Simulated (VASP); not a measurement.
# BN (Cmcm) in VASP: notebook, part 3 of 3

VASP 6.6.1. The steps go on from the part before.

**4. Single point, LDA (normal strain along x +0.0733, normal strain along z -0.1100)**

Contents of INCAR:

```
PREC     = Accurate       # precision mode
ENCUT    = 520            # plane-wave cutoff, eV
EDIFF    = 1E-6           # SCF threshold, eV
ISMEAR   = 0              # smearing method
SIGMA    = 0.05           # smearing width, eV
LREAL    = False          # projectors in reciprocal space
LASPH    = True           # aspherical terms in the spheres
NELM     = 100            # most SCF steps
ALGO     = Normal         # electronic algorithm
ISIF     = 2              # what is computed and relaxed
LWAVE    = False          # write WAVECAR
LCHARG   = False          # write CHGCAR
NBANDS   = 16             # bands
```

Contents of KPOINTS:

```
Automatic mesh
0
Gamma
  12 12 4
```

Contents of POSCAR:

```
BN
1.0
    2.6707478959      0.0000000000      0.0000000000
   -1.3353739480      2.1549757989      0.0000000000
    0.0000000000      0.0000000000      5.7807916289
B N
2 2
Direct
    0.3458575302      0.6917150605      0.2500000000
    0.6541424698      0.3082849395      0.7500000000
    0.3172822962      0.6345645924      0.7500000000
    0.6827177038      0.3654354076      0.2500000000
```

Potentials or basis: VASP PAW LDA potentials, release 64 (B, N).

Started as:

```console
$ cat potpaw_LDA.64/B/POTCAR potpaw_LDA.64/N/POTCAR > POTCAR
$ mpirun -np 1 vasp_std > vasp.out
```

OUTCAR:

```text
PREC = Accurate
   ENCUT = 520
   EDIFF = 1E-6
   ISMEAR = 0
   LREAL = False
   LASPH = True
   NELM = 100
   ISIF = 2

 ion  position               nearest neighbor table
   1  0.346  0.692  0.250-   4 1.45   4 1.51   4 1.51
   2  0.654  0.308  0.750-   3 1.45   3 1.51   3 1.51
   3  0.317  0.635  0.750-   2 1.45   2 1.51   2 1.51
   4  0.683  0.365  0.250-   1 1.45   1 1.51   1 1.51

  Warning from LATTYP: Monoclinic adjustment (A1->A3, A2->A1, A3->A2)!
  LATTYP: Found a base centered orthorhombic cell.
 ALAT       =     2.6707478959
 B/A-ratio  =     1.6137620494
 C/A-ratio  =     2.1644842023

  Lattice vectors:

 A1 = (   1.3353739480,  -2.1549757989,   0.0000000000)
 A2 = (   1.3353739479,   2.1549757989,   0.0000000000)
 A3 = (   0.0000000000,   0.0000000000,   5.7807916289)

Analysis of symmetry for initial positions (statically):
=====================================================================
 Subroutine PRICEL returns:
 Original cell was already a primitive cell.

 Routine SETGRP: Setting up the symmetry group for a
 base centered orthorhombic supercell.

 Subroutine GETGRP returns: Found  8 space group operations
 (whereof  4 operations were pure point group operations)
 out of a pool of  8 trial point group operations.

The static configuration has the point symmetry C_2h.
 The point group associated with its full space group is D_2h.

Analysis of symmetry for dynamics (positions and initial velocities):
=====================================================================
 Subroutine PRICEL returns:
 Original cell was already a primitive cell.

 Routine SETGRP: Setting up the symmetry group for a
 base centered orthorhombic supercell.

 Subroutine GETGRP returns: Found  8 space group operations
 (whereof  4 operations were pure point group operations)
 out of a pool of  8 trial point group operations.

[... 118 lines left out ...]
   EMIN   =  10.00;   EMAX   =-10.00  energy-range for DOS
   EFERMI =   0.00;   METHOD = LEGACY
   ISMEAR =     0;   SIGMA  =   0.05  broadening in eV -4-tet -1-fermi 0-gaus
   EFERMI_NEDOS =   21; number of points for ismear=-14 and -15
   IALGO  =     38    algorithm
   IMIX   =      4    mixing-type and parameters
     AMIX     =   0.40;   BMIX     =  1.00
     AMIX_MAG =   1.60;   BMIX_MAG =  1.00
  volume/ion in A,a.u.               =       8.32        56.13
  Fermi-wavevector in a.u.,A,eV,Ry     =   1.282608  2.423778 22.382718  1.645083
  Thomas-Fermi vector in A             =   2.414910
   LORBIT       =      0    0 simple, 1 ext, 2 COOP (PROOUT), +10 PAW based schemes
   GGA     = CA    functional components
   LHFCALC =     F    Hartree Fock is set to
   AEXX    =    0.0000 exact exchange contribution
   IVDW    =     0    specifies the selected vdW correction
   LEPSILON=     F    determine dielectric tensor
   LRPA    =     F    only Hartree local field effects (RPA)
 non-spin polarized calculation
 Gauss-broadening in eV      SIGMA  =   0.05
  energy-cutoff  :      520.00
  volume of cell :       33.27
 maximum number of plane-waves:       917
   NGX =  9   NGY =  9   NGZ = 21

 number of electron      15.9999999 magnetization

 Free energy of the ion-electron system (eV)
  ---------------------------------------------------
  ext. energy  EPLUGINS =         0.00000000
  ---------------------------------------------------
  free energy    TOTEN  =       -38.07958332 eV

  energy without entropy =      -38.07958332  energy(sigma->0) =      -38.07958332

 E-fermi :   3.6123     XC(G=0): -11.1699

 val. band max:        3.3425545770   @ k =   0.0833   0.4167   0.0000
 cond. band min:       6.8131586881   @ k =   0.5000   0.0000   0.2500
 fundamental gap:      3.4706041112
 Fermi energy:         3.6122510324

 k-point     1 :       0.0000    0.0000    0.0000
  band No.  band energies     occupation
      1     -14.3708      2.00000
      2     -13.5361      2.00000
      3      -3.6822      2.00000
      4       0.4266      2.00000
      5       1.2756      2.00000
      6       1.4528      2.00000
[... 433 lines left out ...]
      3      -5.3623      2.00000
      4      -5.1466      2.00000
      5      -2.1334      2.00000
      6      -1.8549      2.00000
[... 8 lines left out ...]
     15      17.4271      0.00000
     16      20.4033      0.00000

 [... further k-points ...]
[... 5 lines left out ...]
  --------------------------------------------------------------------------------------
  -------------------------------------------------------------------------------------
  Total      -12.3899983     -2.5577158      0.9959692      0.0000000      0.0000000      0.0000000
  in kB     -596.6494178   -123.1686737     47.9616251      0.0000000      0.0000000      0.0000000
  external PRESSURE =    -223.9521555 kB  Pullay stress =       0.0000000 kB

 VOLUME and BASIS-vectors are now :
 -----------------------------------------------------------------------------
  energy-cutoff  :      520.00
  volume of cell :       33.27
      direct lattice vectors                 reciprocal lattice vectors
     2.670747896  0.000000000  0.000000000     0.374426954  0.232021167  0.000000000
    -1.335373948  2.154975799  0.000000000     0.000000000  0.464042334  0.000000000
     0.000000000  0.000000000  5.780791629     0.000000000  0.000000000  0.172986688

 POSITION                                       TOTAL-FORCE (eV/Angst)
 -----------------------------------------------------------------------------------
     -0.00000      1.49063      1.44520         0.000000     -0.013624     -0.000000
      1.33537      0.66435      4.33559        -0.000000      0.013624     -0.000000
     -0.00000      1.36747      4.33559         0.000000     -0.013990      0.000000
      1.33537      0.78750      1.44520        -0.000000      0.013990      0.000000
 -----------------------------------------------------------------------------------
    total drift:                               -0.000000      0.000000     -0.000000

  FREE ENERGIE OF THE ION-ELECTRON SYSTEM (eV)
  ---------------------------------------------------
  free  energy   TOTEN  =       -38.0795833226 eV

  energy  without entropy=      -38.0795833226  energy(sigma->0) =      -38.07958332
```

Wall time 32 s (1 thread of AMD EPYC 9R45 (Zen 5), shared host); peak memory 0.13 GiB.

Results:

```
Free energy            : -38.0796 eV
Pressure               : -22.4 GPa
Largest force          : 0.014 eV/Å
Band gap on the k mesh : 3.47 eV, indirect (least direct gap 3.58 eV)
```

Forces on the atoms (eV/Å):
```
B    0.000 -0.014  0.000
B    0.000  0.014  0.000
N    0.000 -0.014  0.000
N    0.000  0.014  0.000
```

Stress tensor (GPa, compression positive):
```
-59.66   0.00   0.00
  0.00 -12.32   0.00
  0.00   0.00   4.80
```

Levels at points of the mesh, in eV from the valence-band top:
| k point | band 5 | band 6 | band 7 | band 8 | band 9 | band 10 | band 11 | band 12 |
| --- | --- | --- | --- | --- | --- | --- | --- | --- |
| (0.00, 0.00, 0.00) | -2.07 | -1.89 | -1.57 | -1.43 | 5.66 | 9.48 | 9.72 | 10.18 |
| (0.50, 0.00, 0.00) | -4.06 | -3.83 | -2.56 | -0.63 | 3.57 | 5.70 | 9.10 | 9.17 |
| (0.00, 0.50, 0.00) | -5.14 | -4.87 | -2.03 | -0.01 | 3.56 | 6.02 | 7.02 | 7.44 |
| (0.00, 0.00, 0.50) | -1.98 | -1.98 | -1.50 | -1.50 | 8.33 | 8.33 | 9.94 | 9.94 |
| (0.50, 0.00, 0.50) | -3.94 | -3.94 | -1.39 | -1.39 | 3.93 | 3.93 | 9.44 | 9.44 |
| (0.00, 0.50, 0.50) | -5.01 | -5.01 | -0.89 | -0.89 | 4.21 | 4.21 | 7.40 | 7.40 |

Caveat: the cell differs from its parent crystal (normal strain along x +0.0733, normal strain along z -0.1100). A k mesh can miss the band edges.

**5. Overview**

```csv
cell,gap on the mesh (eV),pressure (GPa),largest force (eV/Å)
"a = 2.397, b = 2.466, c = 6.257 Å, angles 90.0, 90.0, 119.1°, 4 atoms",3.87,17.2,-
"a = 2.306, b = 2.444, c = 6.495 Å, angles 90.0, 90.0, 118.1°, 4 atoms",3.75,34.7,0.01
"a = 2.671, b = 2.535, c = 5.781 Å, angles 90.0, 90.0, 121.8°, 4 atoms",3.47,-22.4,0.01
```

Alike in all rows: task single point; level LDA; potentials or basis VASP PAW LDA potentials, release 64 (B, N); no spin polarisation; k mesh 12 × 12 × 4; cutoff (eV) 520; smearing gaussian 0.05 eV.

Total energies depend on the potentials used, so only differences within one code and one set of settings carry meaning.
